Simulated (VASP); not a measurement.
Set up this calculation in VASP 6.6.1, as the native input.

```
Task                   : single point
Functional             : PBE
Potentials or basis    : VASP PAW PBE potentials, release 64 (Pb_d, Hg, Ti_sv, O)
Cutoff                 : 520 eV
k mesh                 : 4 × 4 × 4
Occupations            : gaussian, width 0.1 eV
Spin                   : no spin polarisation
Dipole correction      : no
Further INCAR settings : LREAL = Auto; ALGO = Normal; EDIFF = 1e-06; NBANDS = 101
```

The structure of Ti4Hg3PbO12 lies in POSCAR:

```
Ti4Hg3PbO12
1.0
   -3.8641500000      3.8641500000      3.8641500000
    3.8641500000     -3.8641500000      3.8641500000
    3.8641500000      3.8641500000     -3.8641500000
Pb Hg Ti O
1 3 4 12
Direct
    0.0000000000      0.0000000000      0.0000000000
    0.0000000000      0.5000000000      0.5000000000
    0.5000000000      0.0000000000      0.5000000000
    0.5000000000      0.5000000000      0.0000000000
    0.5000000000      0.5000000000      0.5000000000
    0.0000000000      0.0000000000      0.5000000000
    0.5000000000      0.0000000000      0.0000000000
    0.0000000000      0.5000000000      0.0000000000
    0.9245000000      0.2090000000      0.7155000000
    0.0755000000      0.7910000000      0.2845000000
    0.4935000000      0.2090000000      0.2845000000
    0.5065000000      0.7910000000      0.7155000000
    0.7155000000      0.9245000000      0.2090000000
    0.2845000000      0.0755000000      0.7910000000
    0.2845000000      0.4935000000      0.2090000000
    0.7155000000      0.5065000000      0.7910000000
    0.2090000000      0.7155000000      0.9245000000
    0.7910000000      0.2845000000      0.0755000000
    0.2090000000      0.2845000000      0.4935000000
    0.7910000000      0.7155000000      0.5065000000
```

The input as run:

INCAR

```
SYSTEM = Ti4Hg3PbO12
PREC     = Accurate       ! precision mode
ENCUT    = 520            ! plane-wave cutoff, eV
EDIFF    = 1E-6           ! SCF threshold, eV
ISMEAR   = 0              ! smearing method
SIGMA    = 0.1            ! smearing width, eV
LREAL    = Auto         
LASPH    = .TRUE.         ! aspherical terms in the spheres
NELM     = 80             ! most SCF steps
ALGO     = Normal         ! electronic algorithm
ISIF     = 2              ! what is computed and relaxed
LWAVE    = .FALSE.        ! write WAVECAR
LCHARG   = .FALSE.        ! write CHGCAR
GGA      = PE             ! functional
NBANDS   = 101            ! bands
```

KPOINTS

```
regular mesh
0
G
  4 4 4
  0 0 0
```

Potentials or basis: VASP PAW PBE potentials, release 64 (Pb_d, Hg, Ti_sv, O).

Command:

```console
$ cat potpaw_PBE.64/Pb_d/POTCAR potpaw_PBE.64/Hg/POTCAR potpaw_PBE.64/Ti_sv/POTCAR potpaw_PBE.64/O/POTCAR > POTCAR
$ mpirun -np 1 vasp_std > vasp.out
```

It gave:

```yaml
Pressure: 6.4 GPa
Largest_force: 0.104 eV/Å
Band_gap_on_the_k_mesh: 1.75 eV
```

Caveat: the cell stands under pressure; spin-orbit coupling is left out, which moves the levels of the heavy elements.

Run time: 12 min on 1 thread of Oxide Virtual Turin-like Processor, on a shared host, peak memory 0.4 GiB.
